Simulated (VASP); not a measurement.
MoS2:

```
Mo S
1.0
     1.93891    1.11943    6.06891
    -1.93891    1.11943    6.06891
     0.00000   -2.23886    6.06891
Mo S
1 2
Direct
  0.00000 0.00000 0.00000
  0.24679 0.24679 0.24679
  0.75321 0.75321 0.75321
```

| Item | Value |
| --- | --- |
| Program | VASP 6.6.1 |
| Task | relaxation of cell and atoms |
| Functional | PBE |
| Dispersion | D3(BJ) |
| Potentials or basis | VASP PAW PBE potentials, release 64 (Mo_sv, S) |
| Cutoff | 600 eV |
| k mesh | 8 × 8 × 8 |
| Occupations | fermi-dirac, width 0.02 eV |
| Spin | no spin polarisation |

At the start: pressure -22.9 GPa; volume 26.34 Å³/atom.

Where does the relaxation end?

Over 20 steps the energy falls by 969.3 meV/atom and the volume is 16.89 Å³/atom (-35.9 %); space group R-3m (No. 166, to 0.05 Å).

The path:
| step | energy change (eV) | largest force (eV/Å) | pressure (GPa) | volume (Å³) |
| --- | --- | --- | --- | --- |
| 1 | 0.0000 | 2.5085 | -22.95 | 79.03 |
| 2 | -0.1436 | 7.9333 | 67.70 | 43.15 |
| 3 | -2.4791 | 0.6830 | -3.43 | 56.84 |
| 4 | -2.4941 | 0.9523 | -1.25 | 55.96 |
| 5 | -2.4965 | 1.0870 | -0.15 | 55.55 |
| 6 | -2.7856 | 0.6424 | -0.24 | 53.76 |
| 7 | -2.9035 | 0.1076 | -0.21 | 51.85 |
| 8 | -2.9039 | 0.0756 | -0.22 | 51.74 |
| 9 | -2.9038 | 0.0571 | -0.22 | 51.65 |
| 10 | -2.9048 | 0.0825 | 0.11 | 51.41 |
| 11 | -2.9057 | 0.1199 | 0.63 | 51.05 |
| 12 | -2.9062 | 0.0960 | 0.47 | 51.04 |
| 13 | -2.9070 | 0.0421 | 0.09 | 51.02 |
| 14 | -2.9073 | 0.0656 | -0.61 | 50.99 |
| 15 | -2.9074 | 0.0286 | -0.40 | 51.00 |
| 16 | -2.9077 | 0.0269 | -0.30 | 50.90 |
| 17 | -2.9079 | 0.0239 | -0.19 | 50.75 |
| 18 | -2.9079 | 0.0233 | -0.15 | 50.70 |
| 19 | -2.9079 | 0.0017 | -0.02 | 50.68 |
| 20 | -2.9079 | 0.0015 | 0.01 | 50.68 |

Final structure:
```xyz
3
Lattice="1.5693 0.9061 5.9410 -1.5693 0.9061 5.9410 0.0000 -1.8121 5.9410" Properties=species:S:1:pos:R:3 pbc="T T T"
Mo    0.0000    0.0000    0.0000
S     0.0000    0.0000    4.3422
S     0.0000    0.0000   13.4807
```

Caveat: the volume moved by over 15 % at a fixed basis, so the end points are rough; pairwise dispersion overbinds metals, which lowers pressure and volume.
